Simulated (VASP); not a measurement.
# SnSe2 in VASP: phonons with LDA

Aim: the phonons of SnSe2 with LDA.

All numbers are computed with VASP 6.6.1; they aren't measurements. Logs are shortened: lines on timing, memory, paths and dates and some standing lists are left out, and cuts for length are marked.

### 1 The cell of the first run

The cell holds a slab with vacuum, 12 atoms: a = 3.798 Å, b = 3.798 Å, c = 39.464 Å, α = 90.00°, β = 90.00°, γ = 120.00°.

### 2 Phonons, LDA

File POSCAR:

```
SnSe2
1.0
    3.7981493143      0.0000000000      0.0000000000
   -1.8990746571      3.2892937897      0.0000000000
    0.0000000000      0.0000000000     39.4637280000
  Se              Sn
     8     4
Direct
     0.6666666699999979    0.3333333300000021    0.2367592446729532
     0.3333333300000021    0.6666666699999979    0.3166155065099616
     0.6666666699999979    0.3333333300000021    0.3851062336828690
     0.3333333300000021    0.6666666699999979    0.4651981574192661
     0.6666666699999979    0.3333333300000021    0.5348018425807339
     0.3333333300000021    0.6666666699999979    0.6148937663171310
     0.6666666699999979    0.3333333300000021    0.6833844934900384
     0.3333333300000021    0.6666666699999979    0.7632407553270468
     0.0000000000000000    0.0000000000000000    0.2765558159649544
     0.0000000000000000    0.0000000000000000    0.4251565740805603
     0.0000000000000000    0.0000000000000000    0.5748434259194397
     0.0000000000000000    0.0000000000000000    0.7234441840350456
```

File INCAR.step1:

```
SYSTEM = SnSe2
ALGO = Normal
EDIFF = 1E-8
EDIFFG = -0.002
ENCUT = 600
IBRION = 2
ISIF = 2
ISMEAR = 0
KPAR = 4
LASPH = .TRUE.
LATTICE_CONSTRAINTS = .TRUE. .TRUE. .FALSE.
LCHARG = .FALSE.
LREAL = .FALSE.
LWAVE = .FALSE.
NELM = 80
NSW = 40
PREC = Accurate
SIGMA = 0.03
```

File INCAR.step2:

```
SYSTEM = SnSe2
ALGO = Normal
EDIFF = 1E-8
ENCUT = 600
IBRION = 6
ISIF = 2
ISMEAR = 0
KPAR = 4
LASPH = .TRUE.
LATTICE_CONSTRAINTS = .TRUE. .TRUE. .FALSE.
LCHARG = .FALSE.
LREAL = .FALSE.
LWAVE = .FALSE.
NELM = 80
NFREE = 2
NSW = 1
POTIM = 0.015
PREC = Accurate
SIGMA = 0.03
```

File KPOINTS:

```
k-points
0
G
  9 9 1
  0 0 0
```

Potentials or basis: VASP PAW LDA potentials, release 64 (Se, Sn_d).

Launch:

```
> cat potpaw_LDA.64/Se/POTCAR potpaw_LDA.64/Sn_d/POTCAR > POTCAR
> cp INCAR.step1 INCAR
> mpirun -np 4 vasp_std > vasp.out
> cp CONTCAR POSCAR
> cp INCAR.step2 INCAR
> mpirun -np 4 vasp_std > vasp.out
```

OUTCAR:

```text
SYSTEM = SnSe2
   EDIFF = 1E-8
   ENCUT = 600
   IBRION = 6
   ISIF = 2
   ISMEAR = 0
   LASPH = .TRUE.
   LREAL = .FALSE.
   NELM = 80
   NFREE = 2
   NSW = 1
   POTIM = 0.015
   PREC = Accurate

 ion  position               nearest neighbor table
   1  0.667  0.333  0.237-   9 2.70   9 2.70   9 2.70
   2  0.333  0.667  0.317-   9 2.70   9 2.70   9 2.70
   3  0.667  0.333  0.385-  10 2.70  10 2.70  10 2.70
   4  0.333  0.667  0.465-  10 2.70  10 2.70  10 2.70
   5  0.667  0.333  0.535-  11 2.70  11 2.70  11 2.70
   6  0.333  0.667  0.615-  11 2.70  11 2.70  11 2.70
   7  0.667  0.333  0.683-  12 2.70  12 2.70  12 2.70
   8  0.333  0.667  0.763-  12 2.70  12 2.70  12 2.70
   9  0.000  0.000  0.277-   1 2.70   1 2.70   1 2.70   2 2.70   2 2.70   2 2.70
  10  0.000  0.000  0.425-   4 2.70   4 2.70   4 2.70   3 2.70   3 2.70   3 2.70
  11  0.000  0.000  0.575-   5 2.70   5 2.70   5 2.70   6 2.70   6 2.70   6 2.70
  12  0.000  0.000  0.723-   8 2.70   8 2.70   8 2.70   7 2.70   7 2.70   7 2.70

  LATTYP: Found a hexagonal cell.
 ALAT       =     3.7981493143
 C/A-ratio  =    10.3902518659

  Lattice vectors:

 A1 = (   3.7981493143,   0.0000000000,   0.0000000000)
 A2 = (  -1.8990746571,   3.2892937897,   0.0000000000)
 A3 = (   0.0000000000,   0.0000000000,  39.4637280000)

Analysis of symmetry for initial positions (statically):
=====================================================================
 Subroutine PRICEL returns:
 Original cell was already a primitive cell.

 Routine SETGRP: Setting up the symmetry group for a
 hexagonal supercell.

 Subroutine GETGRP returns: Found 12 space group operations
 (whereof 12 operations were pure point group operations)
 out of a pool of 24 trial point group operations.

The static configuration has the point symmetry D_3d.

Analysis of symmetry for dynamics (positions and initial velocities):
=====================================================================
 Subroutine PRICEL returns:
 Original cell was already a primitive cell.

 Routine SETGRP: Setting up the symmetry group for a
 hexagonal supercell.

 Subroutine GETGRP returns: Found 12 space group operations
 (whereof 12 operations were pure point group operations)
 out of a pool of 24 trial point group operations.

The dynamic configuration has the point symmetry D_3d.

 Subroutine INISYM returns: Found 12 space group operations
 (whereof 12 operations are pure point group operations),
 and found     1 'primitive' translations

----------------------------------------------------------------------------------------

                                     Primitive cell

  volume of cell :     493.0294

  direct lattice vectors                    reciprocal lattice vectors
     3.798149314  0.000000000  0.000000000     0.263286121  0.152008313  0.000000000
    -1.899074657  3.289293790  0.000000000     0.000000000  0.304016626  0.000000000
     0.000000000  0.000000000 39.463728000     0.000000000  0.000000000  0.025339725

  length of vectors
     3.798149314  3.798149311 39.463728000     0.304016626  0.304016626  0.025339725

  position of ions in fractional coordinates (direct lattice)
     0.666666670  0.333333330  0.236754827
     0.333333330  0.666666670  0.316618188
     0.666666670  0.333333330  0.385105210
     0.333333330  0.666666670  0.465195370
     0.666666670  0.333333330  0.534804630
     0.333333330  0.666666670  0.614894790
     0.666666670  0.333333330  0.683381812
     0.333333330  0.666666670  0.763245173
     0.000000000  0.000000000  0.276558215
     0.000000000  0.000000000  0.425160429
     0.000000000  0.000000000  0.574839571
     0.000000000  0.000000000  0.723441785

[... 69 lines left out ...]
   LSORBIT =      F    spin-orbit coupling
   LASPH  =      T    aspherical Exc in radial PAW
   ENCUT  =  600.0 eV  44.10 Ry    6.64 a.u.   7.59  7.59 78.82*2*pi/ulx,y,z
   NELM   =     80;   NELMIN=  2; NELMDL=  0     # of ELM steps
   EDIFF  = 0.1E-07   stopping-criterion for ELM
   LREAL  =      F    real-space projection
   EDIFFG = 0.1E-06   stopping-criterion for IOM
   NSW    =    181    number of steps for IOM
   IBRION =      6    ionic relax: 0-MD 1-quasi-New 2-CG
   NFREE  =      2    steps in history (QN), initial steepest desc. (CG)
   ISIF   =      2    stress and relaxation
   ISYM   =      2    0-nonsym 1-usesym 2-fastsym
   POTIM  = 0.0150    time-step for ionic-motion
   TEBEG  =    0.0;   TEEND  =   0.0 temperature during run
   PSTRESS=    0.0 pullay stress
   NELECT =     104.0000    total number of electrons
   NUPDOWN=      -1.0000    fix difference up-down
   EMIN   =  10.00;   EMAX   =-10.00  energy-range for DOS
   EFERMI =   0.00;   METHOD = LEGACY
   ISMEAR =     0;   SIGMA  =   0.03  broadening in eV -4-tet -1-fermi 0-gaus
   EFERMI_NEDOS =   21; number of points for ismear=-14 and -15
   IALGO  =     38    algorithm
   IMIX   =      4    mixing-type and parameters
     AMIX     =   0.40;   BMIX     =  1.00
     AMIX_MAG =   1.60;   BMIX_MAG =  1.00
  volume/ion in A,a.u.               =      41.09       277.26
  Fermi-wavevector in a.u.,A,eV,Ry     =   0.974530  1.841594 12.921559  0.949708
  Thomas-Fermi vector in A             =   2.104997
   LORBIT       =      0    0 simple, 1 ext, 2 COOP (PROOUT), +10 PAW based schemes
   GGA     = CA    functional components
   LHFCALC =     F    Hartree Fock is set to
   AEXX    =    0.0000 exact exchange contribution
   IVDW    =     0    specifies the selected vdW correction
   LEPSILON=     F    determine dielectric tensor
   LRPA    =     F    only Hartree local field effects (RPA)
 finite differences with symmetry
 non-spin polarized calculation
 Gauss-broadening in eV      SIGMA  =   0.03
  energy-cutoff  :      600.00
  volume of cell :      493.03
 maximum number of plane-waves:     16537
   NGX = 15   NGY = 15   NGZ =157

--------------------------------------- Ionic step        1  -------------------------------------------

 number of electron     103.9999965 magnetization

 Free energy of the ion-electron system (eV)
  ---------------------------------------------------
  ext. energy  EPLUGINS =         0.00000000
  ---------------------------------------------------
  free energy    TOTEN  =       -55.01846799 eV

  energy without entropy =      -55.01846799  energy(sigma->0) =      -55.01846799

------------------------ aborting loop because EDIFF is reached ----------------------------------------

  FORCE on cell =-STRESS in cart. coord.  units (eV):
  Direction    XX          YY          ZZ          XY          YZ          ZX
  --------------------------------------------------------------------------------------
  -------------------------------------------------------------------------------------
  Total       -0.0343905     -0.0343905     -0.0048753     -0.0000000      0.0000000      0.0000000
  in kB       -0.1117574     -0.1117574     -0.0158429     -0.0000000      0.0000000      0.0000000
  external PRESSURE =      -0.0797859 kB  Pullay stress =       0.0000000 kB
[... 119 lines left out ...]
  FREE ENERGIE OF THE ION-ELECTRON SYSTEM (eV)
  ---------------------------------------------------
  free  energy   TOTEN  =       -55.0181110110 eV

  energy  without entropy=      -55.0181110110  energy(sigma->0) =      -55.01811101

[... ionic steps 4 to 22 ...]

--------------------------------------- Ionic step       23  -------------------------------------------

 number of electron     103.9999969 magnetization

------------------------ aborting loop because EDIFF is reached ----------------------------------------
[... 87 lines left out ...]
--------------------------------------- Ionic step       25  -------------------------------------------

 number of electron     103.9999966 magnetization

 Free energy of the ion-electron system (eV)
  ---------------------------------------------------
  ext. energy  EPLUGINS =         0.00000000
  ---------------------------------------------------
  free energy    TOTEN  =       -55.01668692 eV

  energy without entropy =      -55.01668692  energy(sigma->0) =      -55.01668692

 E-fermi :   0.5991     XC(G=0):  -6.2951

 val. band max:        0.4483232464   @ k =   0.1111   0.1111   0.0000
 cond. band min:       0.8738782485   @ k =   0.4444   0.0000   0.0000
 fundamental gap:      0.4255550021
 Fermi energy:         0.5990596571

 k-point     1 :       0.0000    0.0000    0.0000
  band No.  band energies     occupation
      1     -20.8835      2.00000
      2     -20.8835      2.00000
      3     -20.8576      2.00000
      4     -20.8576      2.00000
      5     -20.8468      2.00000
      6     -20.8468      2.00000
[... 808 lines left out ...]
  FREE ENERGIE OF THE ION-ELECTRON SYSTEM (eV)
  ---------------------------------------------------
  free  energy   TOTEN  =       -55.0166869223 eV

  energy  without entropy=      -55.0166869223  energy(sigma->0) =      -55.01668692

 INTERNAL STRAIN TENSORS FROM DISPLACED ATOMS
 ============================================

 INTERNAL STRAIN TENSOR FOR ION    1 for displacements in x,y,z  (eV/Angst):
          X           Y           Z          XY          YZ          ZX
  --------------------------------------------------------------------------------
  x    -0.00000     0.00000     0.00000    -0.94544     0.00000     5.48033
  y    -0.94544     0.94544     0.00000     0.00000     5.48034     0.00000
  z     6.56894     6.56894    15.58086     0.00000     0.00000     0.00000
[... 8 lines left out ...]
 INTERNAL STRAIN TENSOR FOR ION   12 for displacements in x,y,z  (eV/Angst):
          X           Y           Z          XY          YZ          ZX
  --------------------------------------------------------------------------------
  x     0.00000    -0.00000     0.00000     0.04016     0.00000     0.15893
  y     0.04016    -0.04016     0.00000    -0.00000     0.15893     0.00000
  z    -0.01703    -0.01703    -0.23862    -0.00000     0.00000     0.00000

 Eigenvectors and eigenvalues of the dynamical matrix
   1 f  =    7.642700 THz    48.020500 2PiTHz  254.933031 cm-1    31.607653 meV
   2 f  =    7.617747 THz    47.863715 2PiTHz  254.100684 cm-1    31.504455 meV
   3 f  =    7.537068 THz    47.356797 2PiTHz  251.409538 cm-1    31.170796 meV
   4 f  =    7.516478 THz    47.227425 2PiTHz  250.722724 cm-1    31.085642 meV
   5 f  =    5.497261 THz    34.540307 2PiTHz  183.368876 cm-1    22.734833 meV
   6 f  =    5.496646 THz    34.536448 2PiTHz  183.348390 cm-1    22.732293 meV
[... 25 lines left out ...]
  32 f  =    0.161063 THz     1.011988 2PiTHz    5.372479 cm-1     0.666102 meV
  33 f  =    0.161063 THz     1.011988 2PiTHz    5.372479 cm-1     0.666102 meV
  34 f/i=    0.005000 THz     0.031418 2PiTHz    0.166795 cm-1     0.020680 meV
  35 f/i=    0.006935 THz     0.043573 2PiTHz    0.231323 cm-1     0.028680 meV
  36 f/i=    0.006935 THz     0.043573 2PiTHz    0.231323 cm-1     0.028680 meV

 ELASTIC MODULI CONTR FROM IONIC RELAXATION (kBar)
 Direction    XX          YY          ZZ          XY          YZ          ZX
 --------------------------------------------------------------------------------
 XX        -186.4813   -166.1109   -342.0571     -0.0000     56.9204      0.0000
 YY        -166.1109   -186.4813   -342.0571     -0.0000    -56.9204     -0.0000
 ZZ        -342.0571   -342.0571   -735.1952     -0.0000      0.0000     -0.0000
 XY          -0.0000     -0.0000     -0.0000    -10.1852     -0.0000     56.9205
 YZ          56.9204    -56.9204      0.0000     -0.0000   -324.8607     -0.0000
 ZX           0.0000     -0.0000     -0.0000     56.9205     -0.0000   -324.8610
 --------------------------------------------------------------------------------
```

Run time: 79 min. Hardware: 4 MPI ranks of AMD EPYC 9R14 (Zen 4), shared host; peak memory 2 GiB.

What came out:

- Highest phonon frequency at Γ, LO-TO splitting left out: 255 cm⁻¹

Phonon frequencies in cm⁻¹ (negative: imaginary):
| q point | frequencies |
| --- | --- |
| (0.000, 0.000, 0.000) | 0 0 0 5 5 14 17 17 24 24 27 34 109 109 112 112 119 119 125 125 146 146 149 149 153 153 155 155 181 182 183 183 251 251 254 255 |

Caveat: spin-orbit coupling is left out, which moves the levels of the heavy elements.
